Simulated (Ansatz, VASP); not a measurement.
## Tl in VASP and in Ansatz

The input POSCAR:

```
Tl
1.0
    1.8799530000      3.2561700000      0.0000000000
   -1.8799530000      3.2561700000      0.0000000000
    0.0000000000      0.0000000000      5.9038240000
Tl
2
Direct
    0.3333300000      0.3333400000      0.2500000000
    0.6666600000      0.6666700000      0.7500000000
```

INCAR.step1

```
SYSTEM = Tl
PREC = Accurate
ENCUT = 520
ISMEAR = 1
SIGMA = 0.01
LREAL = .False.
LASPH = .True.
NELM = 100
NBANDS = 20
GGA = PE
ALGO = Normal
EDIFF = 1E-4
LWAVE = .True.
LCHARG = .False.
```

Contents of INCAR.step2:

```
SYSTEM = Tl
PREC = Accurate
ENCUT = 520
EDIFF = 1E-6
ISMEAR = 1
SIGMA = 0.01
LREAL = .False.
LASPH = .True.
NELM = 100
ALGO = Normal
ISIF = 2
LWAVE = .False.
LCHARG = .False.
METAGGA = R2SCAN
LMIXTAU = .True.
NBANDS = 20
ISTART = 1
```

KPOINTS

```
Automatic mesh
0
Gamma
  6 6 3
  0 0 0
```

Input for Ansatz:

```yaml
crystal:
  lattice:
    - [1.879953, 3.25617, 0.0]
    - [-1.879953, 3.25617, 0.0]
    - [0.0, 0.0, 5.903824]
  atoms:
    - { symbol: Tl, position: [0.33333, 0.33334, 0.25] }
    - { symbol: Tl, position: [0.66666, 0.66667, 0.75] }
  symmetry: { tolerance: 0.0003 }
kpoints:
  mp_grid: { grid: [6, 6, 3], shift: [0, 0, 0] }
magnetization:
  spin_polarized: false
scf:
  occupations: { method: methfessel_paxton, width: 0.01 }
hamiltonian:
  pseudopotentials: { kind: paw }
  xc: r2scan
basis:
  ecutwfc: 500
output:
  forces: true
  stress: true
  eigenvalues: true
  write_density: true
  write_potential: true
  elf: true
  volumetric_format: npy
```

Alike in both runs: task single point; functional r2SCAN; k mesh 6 × 6 × 3; occupations methfessel-paxton of order 1, width 0.01 eV; no spin polarisation.

```csv
,VASP,Ansatz
version,VASP 6.6.1,Ansatz 0.2.0
potentials or method,"VASP PAW PBE potentials, release 64 (Tl_d), cutoff 520 eV",PAW plane waves
valence electrons in the cell,26,26
```

Ansatz gave:

```
gap on the k mesh at the Fermi level (eV)                     : none
pressure (GPa)                                                : -3.4
traceless stress, the component that is largest in VASP (GPa) : -1.25
```

Question: Which values does VASP return?

Answer: gap on the k mesh at the Fermi level (eV): none; pressure (GPa): -3.5; traceless stress, the component that is largest in VASP (GPa): -1.25.

VASP's potentials were made for PBE, not for r2SCAN. A gap of «none» marks a metal or a gap that the smearing closes. Ansatz's warnings: structure snapped to symmetry.

Neither program's run includes spin-orbit coupling.
